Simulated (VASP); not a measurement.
Ir: single point with LDA

Crystal: Ir.

```
Ir
1.0
     2.75930    0.00000    0.00000
    -1.37965    2.38962    0.00000
     0.00000    0.00000    4.26930
Ir
2
Cartesian
  1.3797 0.7965 3.2020
  0.0000 1.5931 1.0673
```

This isn't the form of Ir at room conditions, which is fcc.

| Property | Result |
| --- | --- |
| Program | VASP 6.6.1 |
| Task | single point |
| Functional | LDA |
| Potentials or basis | VASP PAW LDA potentials, release 64 (Ir) |
| Cutoff | 520 eV |
| k mesh | 18 × 18 × 10 |
| Occupations | gaussian, width 0.15 eV |
| Spin | no spin polarisation |
| Dipole correction | no |
| Further INCAR settings | ALGO = Fast; EDIFF = 1e-06; NBANDS = 16 |

```
Pressure               : -1.0 GPa
Band gap on the k mesh : zero (bands 9 and 10 overlap by 3.32 eV)
```

Stress tensor (GPa, compression positive):
```
-7.17  0.00  0.00
 0.00 -7.17  0.00
 0.00  0.00 11.23
```

Levels at points of the mesh, in eV from the Fermi level:
| k point | band 7 | band 8 | band 9 | band 10 | band 11 | band 12 |
| --- | --- | --- | --- | --- | --- | --- |
| (0.00, 0.00, 0.00) | -3.21 | -2.88 | -2.88 | -0.34 | 0.21 | 0.21 |
| (0.50, 0.00, 0.00) | -2.79 | 0.35 | 0.90 | 1.17 | 2.80 | 4.17 |
| (0.00, 0.00, 0.50) | -4.25 | -4.25 | -0.50 | -0.50 | -0.50 | -0.50 |
| (0.50, 0.00, 0.50) | -1.06 | -1.06 | 0.69 | 0.69 | 1.97 | 1.97 |

Run time: 61 s on 1 thread of AMD EPYC 9R45 96-Core Processor (Zen 5), with other jobs on the host, peak memory 0.17 GiB.

Caveat: the stress differs along the axes, from -7 to 11 GPa; spin-orbit coupling is left out, which moves the levels of the heavy elements.
